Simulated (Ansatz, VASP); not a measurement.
**One calculation of NbFe2N3, two programs**

The input INCAR:

```
SYSTEM = NbFe2N3
PREC = Accurate
ENCUT = 520
EDIFF = 1E-7
ISMEAR = 0
SIGMA = 0.1
LREAL = .False.
LASPH = .True.
NELM = 150
ALGO = Normal
ISIF = 2
LWAVE = .False.
LCHARG = .True.
ISPIN = 2
MAGMOM = 0 4 4 0 0 0
LORBIT = 11
LMAXMIX = 4
GGA = PE
LELF = .True.
LVHAR = .True.
NBANDS = 35
```

The input KPOINTS:

```
regular mesh
0
Gamma
  6 6 6
  0 0 0
```

Contents of POSCAR:

```
NbFe2N3
1.0
    4.8744650300      0.0000000000      0.0000000000
   -2.4372325100      4.2214105400      0.0000000000
    0.0000000000      0.0000000000      3.5092825500
Nb Fe N
1 2 3
Direct
    0.0000000000      0.0000000000      0.5000000000
    0.3333333300      0.6666666700      0.0000000000
    0.6666666700      0.3333333300      0.0000000000
    0.5000000000      0.0000000000      0.0000000000
    0.0000000000      0.5000000000      0.0000000000
    0.5000000000      0.5000000000      0.0000000000
```

Input for Ansatz:

```yaml
crystal:
  lattice:
    - [4.87446503, 0.0, 0.0]
    - [-2.43723251, 4.22141054, 0.0]
    - [0.0, 0.0, 3.50928255]
  atoms:
    - { symbol: Nb, position: [0.0, 0.0, 0.5] }
    - { symbol: Fe, position: [0.33333333, 0.66666667, 0.0], spin: 4.0 }
    - { symbol: Fe, position: [0.66666667, 0.33333333, 0.0], spin: 4.0 }
    - { symbol: "N", position: [0.5, 0.0, 0.0] }
    - { symbol: "N", position: [0.0, 0.5, 0.0] }
    - { symbol: "N", position: [0.5, 0.5, 0.0] }
basis:
  ecutwfc: 420
kpoints:
  mp_grid: { grid: [6, 6, 6] }
hamiltonian:
  xc: pbe
scf:
  occupations: { method: gaussian, width: 0.1 }
  lower_state_search: "off"
output:
  forces: true
  stress: true
  eigenvalues: true
  populations: true
magnetization:
  spin_polarized: true
```

Alike in both runs: task single point; functional PBE; k mesh 6 × 6 × 6; occupations gaussian, width 0.1 eV; collinear spin.

```csv
,VASP,Ansatz
version,VASP 6.6.1,Ansatz 0.2.0
potentials or method,"VASP PAW PBE potentials, release 64 (Nb_sv, Fe, N), cutoff 520 eV","scalar-relativistic, plane waves, PAW"
valence electrons in the cell,44,60
```

Ansatz gave:

- gap on the k mesh at the Fermi level (eV): none
- net moment per atom (μB): 0.30
- size of the moment on the site where the two differ most (μB): 1.53

**Question.** What did VASP give for the same quantities?

**Answer.** gap on the k mesh at the Fermi level (eV): none; net moment per atom (μB): 0.31; size of the moment on the site where the two differ most (μB): 1.48.

Site moments also hang on the region over which each program counts them. A gap of «none» marks a metal or a gap that the smearing closes. The functional is the same, so the differences come from potentials, cutoffs and numerics. VASP's potentials hold 44 valence electrons a cell and Ansatz's 60, so a difference there can come from the potentials and not from the codes.
